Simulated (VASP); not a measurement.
Here is a VASP 6.6.1 calculation.

POSCAR

```
ZnS
1.0
   -3.8087369231      0.0000000000      0.0000000000
   -1.9043684615     -3.2984629317      0.0000000000
   -1.9043684615      0.0000000000     12.4664651483
Zn S
4 4
Direct
    0.6718678037      1.0000000000      0.6562643926
   -0.0781321963      0.0000000000      0.1562643926
   -0.1197769752      0.3333333333      0.9062206171
    0.4635563581      0.6666666667      0.4062206171
   -0.4216930719      1.0000000000      0.8433861439
   -0.1716930719      0.0000000000      0.3433861439
    0.2864689101      0.3333333333      0.0937288464
    0.3698022435      0.6666666667      0.5937288464
```

The input INCAR.step1:

```
  PREC = Accurate
  ENCUT = 520
  ISMEAR = 0
  SIGMA = 0.05
  LREAL = False
  LASPH = True
  NELM = 60
  NBANDS = 46
  ISYM = 0
  GGA = PE
  ALGO = Normal
  EDIFF = 1E-4
  LWAVE = True
  LCHARG = False
```

INCAR.step2

```
  PREC = Accurate
  ENCUT = 520
  EDIFF = 1E-6
  ISMEAR = 0
  SIGMA = 0.05
  LREAL = False
  LASPH = True
  NELM = 60
  ALGO = Normal
  ISIF = 2
  LWAVE = False
  LCHARG = False
  METAGGA = R2SCAN
  LMIXTAU = True
  NBANDS = 46
  ISYM = 0
  ISTART = 1
```

Contents of KPOINTS:

```
regular mesh
0
Gamma
  7 7 2
```

Potentials or basis: VASP PAW PBE potentials, release 64 (Zn, S).

Run with:

```console
$ cat potpaw_PBE.64/Zn/POTCAR potpaw_PBE.64/S/POTCAR > POTCAR
$ cp INCAR.step1 INCAR
$ mpirun -np 1 vasp_std > vasp.out
$ cp INCAR.step2 INCAR
$ mpirun -np 1 vasp_std > vasp.out
```

(1) Estimate the largest force.

(2) What does it give for the pressure?

Answers

(1) 0.509 eV/Å.

(2) -0.5 GPa.

Caveat: the cell differs from its parent crystal (the part above a cut slid along it); the PAW data sets were made with another functional, which shifts forces and pressure a little.
